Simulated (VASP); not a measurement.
# Bi (P6_3/mmc) in VASP: notebook

Bi is run at these levels: PBEsol; tasks: electric field gradients.

Everything below comes from runs of VASP 6.6.1. Logs are shortened: lines on timing, memory, paths and dates and some standing lists are left out, and cuts for length are marked.

## (1) The cell of the first run

It takes space group P6_3/mmc (No. 194, hexagonal). Conventional cell: a = 4.613 Å, b = 4.613 Å, c = 12.023 Å, α = 90.00°, β = 90.00°, γ = 120.00°.

This isn't the form of Bi at room conditions, which is rhombohedral.

## (2) Electric field gradients, PBEsol (110.80 Å³/atom)

File INCAR:

```
SYSTEM = Bi
ALGO     = Normal         ! electronic algorithm
EDIFF    = 1E-8           ! SCF threshold, eV
ENCUT    = 520            ! plane-wave cutoff, eV
GGA      = PS             ! functional
ISIF     = 2              ! what is computed and relaxed
ISMEAR   = -1             ! smearing method
LASPH    = .TRUE.         ! aspherical terms in the spheres
LCHARG   = .FALSE.        ! write CHGCAR
LEFG     = .TRUE.       
LREAL    = .FALSE.        ! projectors in reciprocal space
LWAVE    = .FALSE.        ! write WAVECAR
NBANDS   = 22             ! bands
NELM     = 60             ! most SCF steps
PREC     = Accurate       ! precision mode
SIGMA    = 0.03           ! smearing width, eV
```

File KPOINTS:

```
k-points
0
G
  9 9 3
  0 0 0
```

File POSCAR:

```
Bi
1.0
    4.6134233682      0.0000000000      0.0000000000
   -2.3067116842      3.9953418354      0.0000000000
    0.0000000000      0.0000000000     12.0229525048
Bi
2
Direct
    0.3333333333      0.6666666667      0.2500000000
    0.6666666667      0.3333333333      0.7500000000
```

Potentials or basis: VASP PAW PBE potentials, release 64 (Bi_d).

Started as:

```sh
$ cat potpaw_PBE.64/Bi_d/POTCAR > POTCAR
$ mpirun -np 1 vasp_std > vasp.out
```

OUTCAR:

```text
SYSTEM = Bi
   EDIFF = 1E-8
   ENCUT = 520
   GGA = PS
   ISIF = 2
   ISMEAR = -1
   LASPH = .TRUE.
   LREAL = .FALSE.
   NELM = 60
   PREC = Accurate

 ion  position               nearest neighbor table
   1  0.333  0.667  0.250-
   2  0.667  0.333  0.750-

  LATTYP: Found a hexagonal cell.
 ALAT       =     4.6134233682
 C/A-ratio  =     2.6060804624

  Lattice vectors:

 A1 = (   4.6134233682,   0.0000000000,   0.0000000000)
 A2 = (  -2.3067116842,   3.9953418354,   0.0000000000)
 A3 = (   0.0000000000,   0.0000000000,  12.0229525048)

Analysis of symmetry for initial positions (statically):
=====================================================================
 Subroutine PRICEL returns:
 Original cell was already a primitive cell.

 Routine SETGRP: Setting up the symmetry group for a
 hexagonal supercell.

 Subroutine GETGRP returns: Found 24 space group operations
 (whereof 12 operations were pure point group operations)
 out of a pool of 24 trial point group operations.

The static configuration has the point symmetry D_3d.
 The point group associated with its full space group is D_6h.

Analysis of symmetry for dynamics (positions and initial velocities):
=====================================================================
 Subroutine PRICEL returns:
 Original cell was already a primitive cell.

 Routine SETGRP: Setting up the symmetry group for a
 hexagonal supercell.

 Subroutine GETGRP returns: Found 24 space group operations
 (whereof 12 operations were pure point group operations)
 out of a pool of 24 trial point group operations.

The dynamic configuration has the point symmetry D_3d.
 The point group associated with its full space group is D_6h.

 Subroutine INISYM returns: Found 24 space group operations
 (whereof 12 operations are pure point group operations),
 and found     1 'primitive' translations

----------------------------------------------------------------------------------------

                                     Primitive cell

  volume of cell :     221.6095

  direct lattice vectors                    reciprocal lattice vectors
     4.613423368  0.000000000  0.000000000     0.216758775  0.125145737  0.000000000
    -2.306711684  3.995341835  0.000000000     0.000000000  0.250291475  0.000000000
     0.000000000  0.000000000 12.022952505     0.000000000  0.000000000  0.083174245

  length of vectors
     4.613423368  4.613423368 12.022952505     0.250291475  0.250291475  0.083174245

  position of ions in fractional coordinates (direct lattice)
     0.333333333  0.666666667  0.250000000
     0.666666667  0.333333333  0.750000000

  ion indices of the primitive-cell ions
   primitive index   ion index
                 1           1
                 2           2

----------------------------------------------------------------------------------------

 KPOINTS: k-points

Automatic generation of k-mesh.
 Grid dimensions read from file:
 generate k-points for:    9    9    3

 Generating k-lattice:

  Cartesian coordinates                     Fractional coordinates (reciprocal lattice)
     0.024084308  0.013905082  0.000000000     0.111111111 -0.000000000  0.000000000
     0.000000000  0.027810164  0.000000000     0.000000000  0.111111111  0.000000000
     0.000000000  0.000000000  0.027724748     0.000000000  0.000000000  0.333333333

  Length of vectors
     0.027810164  0.027810164  0.027724748

  Shift w.r.t. Gamma in fractional coordinates (k-lattice)
     0.000000000  0.000000000  0.000000000

 Subroutine IBZKPT returns following result:
 ===========================================

 Found     24 irreducible k-points:

 Following reciprocal coordinates:
            Coordinates               Weight
  0.000000  0.000000  0.000000      1.000000
  0.111111  0.000000  0.000000      6.000000
  0.222222 -0.000000  0.000000      6.000000
  0.333333  0.000000  0.000000      6.000000
  0.444444 -0.000000  0.000000      6.000000
  0.111111  0.111111  0.000000      6.000000
[... 16 lines left out ...]
  0.333333  0.222222  0.333333     24.000000
  0.333333  0.333333  0.333333      4.000000
   k-points           NKPTS =     24   k-points in BZ     NKDIM =     24   number of bands    NBANDS=     22
   number of dos      NEDOS =    301   number of ions     NIONS =      2
   total plane-waves  NPLWV = 116640
   dimension x,y,z NGX =    36 NGY =   36 NGZ =   90
   dimension x,y,z NGXF=    72 NGYF=   72 NGZF=  180
   ions per type =               2
   NGX,Y,Z   is equivalent  to a cutoff of  12.97, 12.97, 12.44 a.u.
   NGXF,Y,Z  is equivalent  to a cutoff of  25.95, 25.95, 24.89 a.u.
 SYSTEM =  Bi
   PREC   = accura    normal or accurate (medium, high low for compatibility)
   ISTART =      0    job   : 0-new  1-cont  2-samecut
   ICHARG =      2    charge: 1-file 2-atom 10-const
   ISPIN  =      1    spin polarized calculation?
   LNONCOLLINEAR =      F non collinear calculations
   LSORBIT =      F    spin-orbit coupling
   LASPH  =      T    aspherical Exc in radial PAW
   ENCUT  =  520.0 eV  38.22 Ry    6.18 a.u.   8.58  8.58 22.35*2*pi/ulx,y,z
   NELM   =     60;   NELMIN=  2; NELMDL= -5     # of ELM steps
   EDIFF  = 0.1E-07   stopping-criterion for ELM
   LREAL  =      F    real-space projection
   EDIFFG = 0.1E-06   stopping-criterion for IOM
   NSW    =      0    number of steps for IOM
   IBRION =     -1    ionic relax: 0-MD 1-quasi-New 2-CG
   NFREE  =      0    steps in history (QN), initial steepest desc. (CG)
   ISIF   =      2    stress and relaxation
   ISYM   =      2    0-nonsym 1-usesym 2-fastsym
   POTIM  = 0.5000    time-step for ionic-motion
   TEBEG  =    0.0;   TEEND  =   0.0 temperature during run
   PSTRESS=    0.0 pullay stress
   NELECT =      30.0000    total number of electrons
   NUPDOWN=      -1.0000    fix difference up-down
   EMIN   =  10.00;   EMAX   =-10.00  energy-range for DOS
   EFERMI =   0.00;   METHOD = LEGACY
   ISMEAR =    -1;   SIGMA  =   0.03  broadening in eV -4-tet -1-fermi 0-gaus
   EFERMI_NEDOS =   21; number of points for ismear=-14 and -15
   IALGO  =     38    algorithm
   IMIX   =      4    mixing-type and parameters
     AMIX     =   0.40;   BMIX     =  1.00
     AMIX_MAG =   1.60;   BMIX_MAG =  1.00
  volume/ion in A,a.u.               =     110.80       747.75
  Fermi-wavevector in a.u.,A,eV,Ry     =   0.840593  1.588491  9.613831  0.706597
  Thomas-Fermi vector in A             =   1.955000
   LORBIT       =      0    0 simple, 1 ext, 2 COOP (PROOUT), +10 PAW based schemes
   GGA     = PS    functional components
   LHFCALC =     F    Hartree Fock is set to
   AEXX    =    0.0000 exact exchange contribution
   IVDW    =     0    specifies the selected vdW correction
   LEPSILON=     F    determine dielectric tensor
   LRPA    =     F    only Hartree local field effects (RPA)
 non-spin polarized calculation
  energy-cutoff  :      520.00
  volume of cell :      221.61
 maximum number of plane-waves:      6009
 NGX is ok and might be reduce to    36
   NGX = 17   NGY = 17   NGZ = 45

 number of electron      30.0000006 magnetization

 Free energy of the ion-electron system (eV)
  ---------------------------------------------------
  ext. energy  EPLUGINS =         0.00000000
  ---------------------------------------------------
  free energy    TOTEN  =        -3.15628441 eV

  energy without entropy =       -3.13291538  energy(sigma->0) =       -3.14459989

 E-fermi :  -1.3279     XC(G=0):  -5.2678

 val. band max:       -1.3474585442   @ k =   0.2222   0.2222   0.3333
 cond. band min:      -1.3279241404   @ k =   0.3333   0.0000   0.3333
 fundamental gap:      0.0195344038
 Fermi energy:        -1.3279287154

 k-point     1 :       0.0000    0.0000    0.0000
  band No.  band energies     occupation
      1     -24.0958      2.00000
      2     -24.0958      2.00000
      3     -24.0919      2.00000
      4     -24.0919      2.00000
      5     -24.0919      2.00000
      6     -24.0919      2.00000
[... 14 lines left out ...]
     21       4.2773      0.00000
     22       4.4190      0.00000

 k-point     2 :       0.1111    0.0000    0.0000
  band No.  band energies     occupation
      1     -24.0955      2.00000
      2     -24.0955      2.00000
      3     -24.0922      2.00000
      4     -24.0922      2.00000
      5     -24.0920      2.00000
      6     -24.0920      2.00000
[... 542 lines left out ...]
 k-point    24 :       0.3333    0.3333    0.3333
  band No.  band energies     occupation
      1     -24.0933      2.00000
      2     -24.0933      2.00000
      3     -24.0933      2.00000
      4     -24.0933      2.00000
      5     -24.0924      2.00000
      6     -24.0924      2.00000
[... 14 lines left out ...]
     21       4.2272      0.00000
     22       4.7140      0.00000

------------------------ aborting loop because EDIFF is reached ----------------------------------------

  FORCE on cell =-STRESS in cart. coord.  units (eV):
  Direction    XX          YY          ZZ          XY          YZ          ZX
  --------------------------------------------------------------------------------------
  -------------------------------------------------------------------------------------
  Total       -6.5591142     -6.5591142     -0.4682966      0.0000000      0.0000000      0.0000000
  in kB      -47.4206380    -47.4206380     -3.3856588      0.0000000      0.0000000      0.0000000
  external PRESSURE =     -32.7423116 kB  Pullay stress =       0.0000000 kB

 VOLUME and BASIS-vectors are now :
 -----------------------------------------------------------------------------
  energy-cutoff  :      520.00
  volume of cell :      221.61
      direct lattice vectors                 reciprocal lattice vectors
     4.613423368  0.000000000  0.000000000     0.216758775  0.125145737  0.000000000
    -2.306711684  3.995341835  0.000000000     0.000000000  0.250291475  0.000000000
     0.000000000  0.000000000 12.022952505     0.000000000  0.000000000  0.083174245

 POSITION                                       TOTAL-FORCE (eV/Angst)
 -----------------------------------------------------------------------------------
     -0.00000      2.66356      3.00574        -0.000000      0.000000      0.000000
      2.30671      1.33178      9.01721         0.000000     -0.000000      0.000000
 -----------------------------------------------------------------------------------
    total drift:                               -0.000000      0.000000     -0.000000

  FREE ENERGIE OF THE ION-ELECTRON SYSTEM (eV)
  ---------------------------------------------------
  free  energy   TOTEN  =        -3.1562844058 eV

  energy  without entropy=       -3.1329153772  energy(sigma->0) =       -3.14459989

 Electric field gradients (V/A^2)
---------------------------------------------------------------------
 ion       V_xx      V_yy      V_zz      V_xy      V_xz      V_yz
---------------------------------------------------------------------
   1      67.557    67.557  -135.114    -0.000     0.000    -0.000
   2      67.557    67.557  -135.114    -0.000    -0.000     0.000
---------------------------------------------------------------------

 Electric field gradients after diagonalization (V/A^2)
 (convention: |V_zz| > |V_xx| > |V_yy|)
----------------------------------------------------------------------
 ion       V_xx      V_yy      V_zz     asymmetry (V_yy - V_xx)/ V_zz
----------------------------------------------------------------------
   1      67.558    67.557  -135.114       0.000
   2      67.558    67.557  -135.114       0.000
----------------------------------------------------------------------

           NMR quadrupolar parameters

 Cq : quadrupolar parameter    Cq=e*Q*V_zz/h
 eta: asymmetry parameters     (V_yy - V_xx)/ V_zz
 Q  : nuclear electric quadrupole moment in mb (millibarn)
----------------------------------------------------------------------
 ion       Cq(MHz)       eta       Q (mb)
----------------------------------------------------------------------
   1      -0.327       0.000       1.000
   2      -0.327       0.000       1.000
----------------------------------------------------------------------
```

Run time: 1.8 min. Hardware: 1 thread of Intel Xeon Platinum 8259CL at 2.50GHz (Skylake/Cascade Lake), shared host; peak memory 0.36 GiB.

What came out:

* Free energy: -3.1563 eV
* Pressure: -3.3 GPa
* Band gap on the k mesh: zero (bands 15 and 16 overlap by 1.96 eV)
* Largest electric field gradient by atom: Bi -135.1 V/Å²

Levels at points of the mesh, in eV from the Fermi level:
| k point | band 11 | band 12 | band 13 | band 14 | band 15 | band 16 | band 17 | band 18 | band 19 | band 20 |
| --- | --- | --- | --- | --- | --- | --- | --- | --- | --- | --- |
| (0.00, 0.00, 0.00) | -10.30 | -10.29 | -0.76 | -0.31 | 1.31 | 1.31 | 1.32 | 1.32 | 3.01 | 4.38 |

Electric field gradients, principal values (V/Å²):
| atom | least | middle | greatest (by size) |
| --- | --- | --- | --- |
| 1 Bi | 67.557 | 67.558 | -135.114 |
| 2 Bi | 67.557 | 67.558 | -135.114 |

Caveat: the cell stands under tension; without QUAD_EFG the Cq values of the log hold for a quadrupole moment of 1 mb, not for the nuclei; the PAW data sets were made with another functional, which shifts forces and pressure a little; spin-orbit coupling is left out, which moves the levels of the heavy elements.

[end of part 1 of 3]
